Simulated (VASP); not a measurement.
Input of a VASP 6.6.1 run:

File INCAR:

```
PREC = Accurate
ENCUT = 520
EDIFF = 1E-6
ISMEAR = 0
SIGMA = 0.05
LREAL = F
LASPH = T
NELM = 60
ALGO = Normal
ISIF = 2
LWAVE = F
LCHARG = F
GGA = PE
NBANDS = 16
```

File KPOINTS:

```
Automatic mesh
0
Gamma
  8 8 8
```

Contents of POSCAR:

```
AgCl
1.0
    0.0000000000      2.9182637648      2.8060228508
    2.9182637648      0.0000000000      2.8060228508
    2.9182637648      2.9182637648      0.0000000000
Ag Cl
1 1
Direct
    0.5000000000      0.5000000000      0.5000000000
    0.0000000000      0.0000000000      0.0000000000
```

Potentials or basis: VASP PAW PBE potentials, release 64 (Ag, Cl).

Command:

```bash
$ cat potpaw_PBE.64/Ag/POTCAR potpaw_PBE.64/Cl/POTCAR > POTCAR
$ mpirun -np 1 vasp_std > vasp.out
```

(1) Predict the pressure.

(2) Estimate the band gap on the k mesh.

Answers

(1) -2.7 GPa.

(2) 0.87 eV, indirect (least direct gap 2.80 eV).

Caveat: the cell differs from its parent crystal (strain +0.040 along x and y, +0.000 along z).
